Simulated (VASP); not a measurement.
A run of VASP 6.6.1 is set up as follows.

File INCAR:

```
SYSTEM = GaP
  PREC = Accurate
  ENCUT = 600
  EDIFF = 1E-6
  ISMEAR = 0
  SIGMA = 0.1
  LREAL = .False.
  LASPH = .True.
  NELM = 80
  ALGO = Normal
  ISIF = 3
  LWAVE = .False.
  LCHARG = .False.
  GGA = PE
  IBRION = 2
  NSW = 80
  EDIFFG = -0.005
  PSTRESS = 240.0
```

Contents of KPOINTS:

```
Automatic mesh
0
Gamma
  16 16 16
  0 0 0
```

Contents of POSCAR:

```
GaP
1.0
   -2.3750000000      2.3750000000      1.2750000000
    2.3750000000     -2.3750000000      1.2750000000
    2.3750000000      2.3750000000     -1.2750000000
Ga P
1 1
Direct
    0.0000000000      0.0000000000      0.0000000000
    0.7500000000      0.2500000000      0.5000000000
```

Potentials or basis: VASP PAW PBE potentials, release 64 (Ga_d, P).

The run is started by

```sh
$ cat potpaw_PBE.64/Ga_d/POTCAR potpaw_PBE.64/P/POTCAR > POTCAR
$ mpirun -np 1 vasp_std > vasp.out
```

Question: Predict the relaxed volume.

Answer: 13.81 Å³/atom.

Question: Estimate the band gap on the k mesh.

Answer: Zero (bands 9 and 10 overlap by 6.38 eV).

Question: Predict the space group after relaxing (to 0.1 Å).

Answer: I-4m2 (No. 119).

Question: What does it give for the relaxed cell?

Answer: a = 3.526 Å, b = 3.526 Å, c = 3.526 Å, α = 97.56°, β = 97.56°, γ = 137.46°.

Final structure:
```xyz
2
Lattice="-2.3232 2.3232 1.2790 2.3232 -2.3232 1.2790 2.3232 2.3232 -1.2790" Properties=species:S:1:pos:R:3 pbc="T T T"
Ga    0.0000    4.6464    0.0000
P     0.0000    2.3232    0.6395
```

Caveat: the cell is relaxed towards a set pressure, so the run minimises the enthalpy, not the energy.
